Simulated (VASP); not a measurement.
# Ga (C2/c) in VASP: notebook

Ga is run at these levels: PBEsol; tasks: electric field gradients.

Program: VASP 6.6.1. These are calculated values, not measurements. Logs are shortened: lines on timing, memory, paths and dates and some standing lists are left out, and cuts for length are marked.

### Step 1. The cell of the first run

It takes space group C2/c (No. 15, monoclinic). The conventional cell has a = 2.710 Å, b = 7.889 Å, c = 3.264 Å, α = 90.00°, β = 92.02°, γ = 90.00°. Within 3.5 Å of Ga (site symmetry 2) lie 10 Ga at 2.63 to 3.26 Å.

### Step 2. Electric field gradients, PBEsol (17.43 Å³/atom)

INCAR

```
SYSTEM = Ga
ALGO = Normal ; EDIFF = 1E-8
ENCUT = 520 ; GGA = PS
ISIF = 2 ; ISMEAR = -1
LASPH = .True. ; LCHARG = .False.
LEFG = .True. ; LREAL = .False.
LWAVE = .False. ; NBANDS = 20
NELM = 80 ; PREC = Accurate
SIGMA = 0.03
```

KPOINTS

```
k-points
0
Gamma
  14 14 11
  0 0 0
```

POSCAR

```
Ga
1.0
    1.3547675884     -3.9443034667      0.0000000000
    1.3547675884      3.9443034667      0.0000000000
   -0.1150523885      0.0000000000      3.2619531710
Ga
2
Direct
    0.8690000000      0.1310000000      0.2500000000
    0.1310000000      0.8690000000      0.7500000000
```

Potentials or basis: VASP PAW PBE potentials, release 64 (Ga_d).

On the command line:

```bash
> cat potpaw_PBE.64/Ga_d/POTCAR > POTCAR
> mpirun -np 1 vasp_std > vasp.out
```

OUTCAR:

```text
SYSTEM = Ga
   EDIFF = 1E-8
   ENCUT = 520
   GGA = PS
   ISIF = 2
   ISMEAR = -1
   LASPH = .True.
   LREAL = .False.
   NELM = 80
   PREC = Accurate

 ion  position               nearest neighbor table
   1  0.869  0.131  0.250-   2 2.63   2 2.63   2 2.80   2 2.80   2 2.86   2 2.86
   2  0.131  0.869  0.750-   1 2.63   1 2.63   1 2.80   1 2.80   1 2.86   1 2.86

  LATTYP: Found a base centered monoclinic cell.
 ALAT       =     2.7095351768
 B/A-ratio  =     2.9114244395
 C/A-ratio  =     1.2046278548
 COS(beta)  =    -0.0352490928

  Lattice vectors:

 A1 = (   1.3547675884,  -3.9443034667,   0.0000000000)
 A2 = (   1.3547675884,   3.9443034667,   0.0000000000)
 A3 = (  -0.1150523885,   0.0000000000,   3.2619531710)

Analysis of symmetry for initial positions (statically):
=====================================================================
 Subroutine PRICEL returns:
 Original cell was already a primitive cell.

 Routine SETGRP: Setting up the symmetry group for a
 base centered monoclinic supercell.

 Subroutine GETGRP returns: Found  4 space group operations
 (whereof  2 operations were pure point group operations)
 out of a pool of  4 trial point group operations.

The static configuration has the point symmetry S_2 .
 The point group associated with its full space group is C_2h.

Analysis of symmetry for dynamics (positions and initial velocities):
=====================================================================
 Subroutine PRICEL returns:
 Original cell was already a primitive cell.

 Routine SETGRP: Setting up the symmetry group for a
 base centered monoclinic supercell.

 Subroutine GETGRP returns: Found  4 space group operations
 (whereof  2 operations were pure point group operations)
 out of a pool of  4 trial point group operations.

The dynamic configuration has the point symmetry S_2 .
 The point group associated with its full space group is C_2h.

 Subroutine INISYM returns: Found  4 space group operations
 (whereof  2 operations are pure point group operations),
 and found     1 'primitive' translations

----------------------------------------------------------------------------------------

                                     Primitive cell

  volume of cell :      34.8612

  direct lattice vectors                    reciprocal lattice vectors
     1.354767588 -3.944303467  0.000000000     0.369066993 -0.126765094  0.013017366
     1.354767588  3.944303467  0.000000000     0.369066993  0.126765094  0.013017366
    -0.115052389  0.000000000  3.261953171     0.000000000  0.000000000  0.306564793

  length of vectors
     4.170482593  4.170482593  3.263981547     0.390447546  0.390447546  0.306564793

  position of ions in fractional coordinates (direct lattice)
     0.869000000  0.131000000  0.250000000
     0.131000000  0.869000000  0.750000000

  ion indices of the primitive-cell ions
   primitive index   ion index
                 1           1
                 2           2

----------------------------------------------------------------------------------------

 KPOINTS: k-points

Automatic generation of k-mesh.
 Grid dimensions read from file:
 generate k-points for:   14   14   11

 Generating k-lattice:

  Cartesian coordinates                     Fractional coordinates (reciprocal lattice)
     0.026361928 -0.009054650  0.000929812     0.071428571  0.000000000 -0.000000000
     0.026361928  0.009054650  0.000929812     0.000000000  0.071428571 -0.000000000
     0.000000000  0.000000000  0.027869527     0.000000000  0.000000000  0.090909091

  Length of vectors
     0.027889110  0.027889110  0.027869527

  Shift w.r.t. Gamma in fractional coordinates (k-lattice)
     0.000000000  0.000000000  0.000000000

 Subroutine IBZKPT returns following result:
 ===========================================

 Found    582 irreducible k-points:

 Following reciprocal coordinates:
            Coordinates               Weight
  0.000000  0.000000  0.000000      1.000000
  0.071429 -0.000000  0.000000      4.000000
  0.142857  0.000000  0.000000      4.000000
  0.214286  0.000000  0.000000      4.000000
  0.285714 -0.000000  0.000000      4.000000
  0.357143 -0.000000  0.000000      4.000000
[... 16 lines left out ...]
  0.214286  0.142857  0.000000      4.000000
  0.285714  0.142857  0.000000      4.000000
 [... further k-points ...]
   k-points           NKPTS =    582   k-points in BZ     NKDIM =    582   number of bands    NBANDS=     20
   number of dos      NEDOS =    301   number of ions     NIONS =      2
   total plane-waves  NPLWV =  24576
   dimension x,y,z NGX =    32 NGY =   32 NGZ =   24
   dimension x,y,z NGXF=    64 NGYF=   64 NGZF=   48
   ions per type =               2
   NGX,Y,Z   is equivalent  to a cutoff of  12.76, 12.76, 12.22 a.u.
   NGXF,Y,Z  is equivalent  to a cutoff of  25.51, 25.51, 24.45 a.u.
 SYSTEM =  Ga
   PREC   = accura    normal or accurate (medium, high low for compatibility)
   ISTART =      0    job   : 0-new  1-cont  2-samecut
   ICHARG =      2    charge: 1-file 2-atom 10-const
   ISPIN  =      1    spin polarized calculation?
   LNONCOLLINEAR =      F non collinear calculations
   LSORBIT =      F    spin-orbit coupling
   LASPH  =      T    aspherical Exc in radial PAW
   ENCUT  =  520.0 eV  38.22 Ry    6.18 a.u.   7.75  7.75  6.07*2*pi/ulx,y,z
   NELM   =     80;   NELMIN=  2; NELMDL= -5     # of ELM steps
   EDIFF  = 0.1E-07   stopping-criterion for ELM
   LREAL  =      F    real-space projection
   EDIFFG = 0.1E-06   stopping-criterion for IOM
   NSW    =      0    number of steps for IOM
   IBRION =     -1    ionic relax: 0-MD 1-quasi-New 2-CG
   NFREE  =      0    steps in history (QN), initial steepest desc. (CG)
   ISIF   =      2    stress and relaxation
   ISYM   =      2    0-nonsym 1-usesym 2-fastsym
   POTIM  = 0.5000    time-step for ionic-motion
   TEBEG  =    0.0;   TEEND  =   0.0 temperature during run
   PSTRESS=    0.0 pullay stress
   NELECT =      26.0000    total number of electrons
   NUPDOWN=      -1.0000    fix difference up-down
   EMIN   =  10.00;   EMAX   =-10.00  energy-range for DOS
   EFERMI =   0.00;   METHOD = LEGACY
   ISMEAR =    -1;   SIGMA  =   0.03  broadening in eV -4-tet -1-fermi 0-gaus
   EFERMI_NEDOS =   21; number of points for ismear=-14 and -15
   IALGO  =     38    algorithm
   IMIX   =      4    mixing-type and parameters
     AMIX     =   0.40;   BMIX     =  1.00
     AMIX_MAG =   1.60;   BMIX_MAG =  1.00
  volume/ion in A,a.u.               =      17.43       117.63
  Fermi-wavevector in a.u.,A,eV,Ry     =   1.484630  2.805545 29.988972  2.204127
  Thomas-Fermi vector in A             =   2.598143
   LORBIT       =      0    0 simple, 1 ext, 2 COOP (PROOUT), +10 PAW based schemes
   GGA     = PS    functional components
   LHFCALC =     F    Hartree Fock is set to
   AEXX    =    0.0000 exact exchange contribution
   IVDW    =     0    specifies the selected vdW correction
   LEPSILON=     F    determine dielectric tensor
   LRPA    =     F    only Hartree local field effects (RPA)
 non-spin polarized calculation
  energy-cutoff  :      520.00
  volume of cell :       34.86
 maximum number of plane-waves:       955
   NGX = 15   NGY = 15   NGZ = 13

 number of electron      26.0000015 magnetization

 Free energy of the ion-electron system (eV)
  ---------------------------------------------------
  ext. energy  EPLUGINS =         0.00000000
  ---------------------------------------------------
  free energy    TOTEN  =        -6.67335398 eV

  energy without entropy =       -6.67147829  energy(sigma->0) =       -6.67241614

 E-fermi :   6.0998     XC(G=0): -11.5129

 val. band max:        6.0930392139   @ k =  -0.0714   0.5000   0.3636
 cond. band min:       6.1027921783   @ k =  -0.4286   0.1429   0.0909
 fundamental gap:      0.0097529644
 Fermi energy:         6.0997633619

 k-point     1 :       0.0000    0.0000    0.0000
  band No.  band energies     occupation
      1      -9.1020      2.00000
      2      -9.0966      2.00000
      3      -9.0490      2.00000
      4      -9.0320      2.00000
      5      -8.7022      2.00000
      6      -8.6993      2.00000
[... 12 lines left out ...]
     19      17.3277      0.00000
     20      19.6102      0.00000
[... 507 lines left out ...]
 k-point    24 :       0.2857    0.1429    0.0000
  band No.  band energies     occupation
      1      -9.0447      2.00000
      2      -8.9981      2.00000
      3      -8.9546      2.00000
      4      -8.8780      2.00000
      5      -8.8465      2.00000
      6      -8.7996      2.00000
[... 12 lines left out ...]
     19      18.0951      0.00000
     20      18.9591      0.00000

 [... further k-points ...]

------------------------ aborting loop because EDIFF is reached ----------------------------------------

  FORCE on cell =-STRESS in cart. coord.  units (eV):
  Direction    XX          YY          ZZ          XY          YZ          ZX
  --------------------------------------------------------------------------------------
  -------------------------------------------------------------------------------------
  Total        0.4448768      0.4710465      0.4026581      0.0000000      0.0000000     -0.0257639
  in kB       20.4459621     21.6486839     18.5056448      0.0000000      0.0000000     -1.1840769
  external PRESSURE =      20.2000969 kB  Pullay stress =       0.0000000 kB

 VOLUME and BASIS-vectors are now :
 -----------------------------------------------------------------------------
  energy-cutoff  :      520.00
  volume of cell :       34.86
      direct lattice vectors                 reciprocal lattice vectors
     1.354767588 -3.944303467  0.000000000     0.369066993 -0.126765094  0.013017366
     1.354767588  3.944303467  0.000000000     0.369066993  0.126765094  0.013017366
    -0.115052389  0.000000000  3.261953171     0.000000000  0.000000000  0.306564793

 POSITION                                       TOTAL-FORCE (eV/Angst)
 -----------------------------------------------------------------------------------
      1.32600     -2.91090      0.81549         0.000000      0.209185      0.000000
      1.26848      2.91090      2.44646        -0.000000     -0.209185     -0.000000
 -----------------------------------------------------------------------------------
    total drift:                                0.000000      0.000000     -0.000000

  FREE ENERGIE OF THE ION-ELECTRON SYSTEM (eV)
  ---------------------------------------------------
  free  energy   TOTEN  =        -6.6733539831 eV

  energy  without entropy=       -6.6714782929  energy(sigma->0) =       -6.67241614

 Electric field gradients (V/A^2)
---------------------------------------------------------------------
 ion       V_xx      V_yy      V_zz      V_xy      V_xz      V_yz
---------------------------------------------------------------------
   1      -7.740   -18.876    26.615     0.000    -2.573    -0.000
   2      -7.740   -18.876    26.615     0.000    -2.573    -0.000
---------------------------------------------------------------------

 Electric field gradients after diagonalization (V/A^2)
 (convention: |V_zz| > |V_xx| > |V_yy|)
----------------------------------------------------------------------
 ion       V_xx      V_yy      V_zz     asymmetry (V_yy - V_xx)/ V_zz
----------------------------------------------------------------------
   1     -18.876    -7.931    26.807       0.408
   2     -18.876    -7.931    26.807       0.408
----------------------------------------------------------------------

           NMR quadrupolar parameters

 Cq : quadrupolar parameter    Cq=e*Q*V_zz/h
 eta: asymmetry parameters     (V_yy - V_xx)/ V_zz
 Q  : nuclear electric quadrupole moment in mb (millibarn)
----------------------------------------------------------------------
 ion       Cq(MHz)       eta       Q (mb)
----------------------------------------------------------------------
   1       0.065       0.408       1.000
   2       0.065       0.408       1.000
----------------------------------------------------------------------
```

Run time: 4.5 min. Hardware: 1 thread of AMD EPYC 9R45 (Zen 5), shared host; peak memory 0.39 GiB.

What came out:

- Free energy: -6.6734 eV
- Pressure: 2.0 GPa
- Largest force: 0.209 eV/Å
- Band gap on the k mesh: zero (bands 13 and 14 overlap by 8.38 eV)
- Largest electric field gradient by atom: Ga +26.8 V/Å²

Forces in eV/Å, atoms in the order of the input:
```
Ga   0.000  0.209  0.000
Ga   0.000 -0.209  0.000
```

Levels at points of the mesh, in eV from the Fermi level:
| k point | band 11 | band 12 | band 13 | band 14 | band 15 | band 16 |
| --- | --- | --- | --- | --- | --- | --- |
| (0.00, 0.00, 0.00) | -11.73 | -2.28 | -1.45 | 1.64 | 5.53 | 10.14 |
| (0.50, 0.00, 0.00) | -6.20 | -5.31 | -1.48 | 0.11 | 6.07 | 6.96 |
| (0.50, 0.50, 0.00) | -9.50 | -8.97 | 4.13 | 4.76 | 6.17 | 6.40 |

Electric field gradients, principal values (V/Å²):
```tsv
atom	least	middle	greatest (by size)
1 Ga	-7.931	-18.876	26.807
2 Ga	-7.931	-18.876	26.807
```

Caveat: without QUAD_EFG the Cq values of the log hold for a quadrupole moment of 1 mb, not for the nuclei; the PAW data sets were made with another functional, which shifts forces and pressure a little.

### Step 3. Electric field gradients, PBEsol (17.43 Å³/atom)

INCAR

```
  PREC = Accurate
  ENCUT = 520
  EDIFF = 1E-8
  ISMEAR = -1
  SIGMA = 0.03
  LREAL = F
  LASPH = T
  NELM = 100
  ALGO = Normal
  ISIF = 2
  LWAVE = F
  LCHARG = F
  GGA = PS
  LEFG = T
  NBANDS = 20
```

KPOINTS

```
regular mesh
0
Gamma
  14 14 11
```

POSCAR is that of step 2.

Potentials or basis: VASP PAW PBE potentials, release 64 (Ga_d).

On the command line:

```bash
> cat potpaw_PBE.64/Ga_d/POTCAR > POTCAR
> mpirun -np 1 vasp_std > vasp.out
```

OUTCAR:

```text
PREC = Accurate
   ENCUT = 520
   EDIFF = 1E-8
   ISMEAR = -1
   LREAL = F
   LASPH = T
   NELM = 100
   ISIF = 2
   GGA = PS

 ion  position               nearest neighbor table
   1  0.869  0.131  0.250-   2 2.63   2 2.63   2 2.80   2 2.80   2 2.86   2 2.86
   2  0.131  0.869  0.750-   1 2.63   1 2.63   1 2.80   1 2.80   1 2.86   1 2.86

  LATTYP: Found a base centered monoclinic cell.
 ALAT       =     2.7095351768
 B/A-ratio  =     2.9114244395
 C/A-ratio  =     1.2046278548
 COS(beta)  =    -0.0352490928

[... 768 lines left out ...]
  FREE ENERGIE OF THE ION-ELECTRON SYSTEM (eV)
  ---------------------------------------------------
  free  energy   TOTEN  =        -6.6733539831 eV

  energy  without entropy=       -6.6714782929  energy(sigma->0) =       -6.67241614

 Electric field gradients (V/A^2)
---------------------------------------------------------------------
 ion       V_xx      V_yy      V_zz      V_xy      V_xz      V_yz
---------------------------------------------------------------------
   1      -7.740   -18.876    26.615     0.000    -2.573    -0.000
   2      -7.740   -18.876    26.615     0.000    -2.573    -0.000
---------------------------------------------------------------------

 Electric field gradients after diagonalization (V/A^2)
 (convention: |V_zz| > |V_xx| > |V_yy|)
----------------------------------------------------------------------
 ion       V_xx      V_yy      V_zz     asymmetry (V_yy - V_xx)/ V_zz
----------------------------------------------------------------------
   1     -18.876    -7.931    26.807       0.408
   2     -18.876    -7.931    26.807       0.408
----------------------------------------------------------------------

           NMR quadrupolar parameters

 Cq : quadrupolar parameter    Cq=e*Q*V_zz/h
 eta: asymmetry parameters     (V_yy - V_xx)/ V_zz
 Q  : nuclear electric quadrupole moment in mb (millibarn)
----------------------------------------------------------------------
 ion       Cq(MHz)       eta       Q (mb)
----------------------------------------------------------------------
   1       0.065       0.408       1.000
   2       0.065       0.408       1.000
----------------------------------------------------------------------
```

Wall time 4.3 min (1 thread of AMD EPYC 9R45 (Zen 5), shared host); peak memory 0.39 GiB.

What came out:

* Free energy: -6.6734 eV
* Pressure: 2.0 GPa
* Largest force: 0.209 eV/Å
* Band gap on the k mesh: zero (bands 13 and 14 overlap by 8.38 eV)
* Largest electric field gradient by atom: Ga +26.8 V/Å²

Forces on the atoms (eV/Å):
```
Ga   0.000  0.209  0.000
Ga   0.000 -0.209  0.000
```

Stress tensor (GPa, compression positive):
```
 2.04  0.00 -0.12
 0.00  2.16  0.00
-0.12  0.00  1.85
```

Electric field gradients, principal values (V/Å²):
```
atom   least   middle  greatest (by size)
1 Ga  -7.931  -18.876              26.807
2 Ga  -7.931  -18.876              26.807
```

Caveat: without QUAD_EFG the Cq values of the log hold for a quadrupole moment of 1 mb, not for the nuclei; the PAW data sets were made with another functional, which shifts forces and pressure a little.

(Part 1 of 2 ends here.)
